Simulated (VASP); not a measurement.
GdN, 2 atoms in the cell. It takes space group P-6m2 (No. 187, hexagonal). The conventional cell has a = 3.387 Å, b = 3.387 Å, c = 3.080 Å, α = 90.00°, β = 90.00°, γ = 120.00°. Gd (site symmetry -6m2) has 6 N at 2.49 Å and 8 Gd at 3.08 to 3.39 Å within 3.4 Å. Within 3.4 Å of N (site symmetry -6m2) lie 6 Gd at 2.49 Å and 8 N at 3.08 to 3.39 Å. 

* Program: VASP 6.6.1
* Task: single point
* Functional: r2SCAN
* Potentials or basis: VASP PAW PBE potentials, release 64 (Gd, N)
* Cutoff: 520 eV
* k mesh: 12 × 12 × 12
* Occupations: gaussian, width 0.05 eV
* Spin: collinear spin, ferromagnetic start
* Starting moments: [0.5, 0.0] μB
* Dipole correction: no
* Further INCAR settings: ALGO = Normal; EDIFF = 1e-06; NBANDS = 22

Potentials or basis: VASP PAW PBE potentials, release 64 (Gd, N).

The run is started by

```console
$ cat potpaw_PBE.64/Gd/POTCAR potpaw_PBE.64/N/POTCAR > POTCAR
$ cp INCAR.step1 INCAR
$ mpirun -np 1 vasp_std > vasp.out
$ cp INCAR.step2 INCAR
$ mpirun -np 1 vasp_std > vasp.out
```

Hardware: 1 thread of Intel(R) Xeon(R) 6975P-C (Granite Rapids), on a shared host.

Problem. Estimate the wall time of this run.

Solution. Run time: 5.7 min on 1 thread of Intel(R) Xeon(R) 6975P-C (Granite Rapids), with other jobs on the host, peak memory 0.3 GiB. Counts: k points 133.
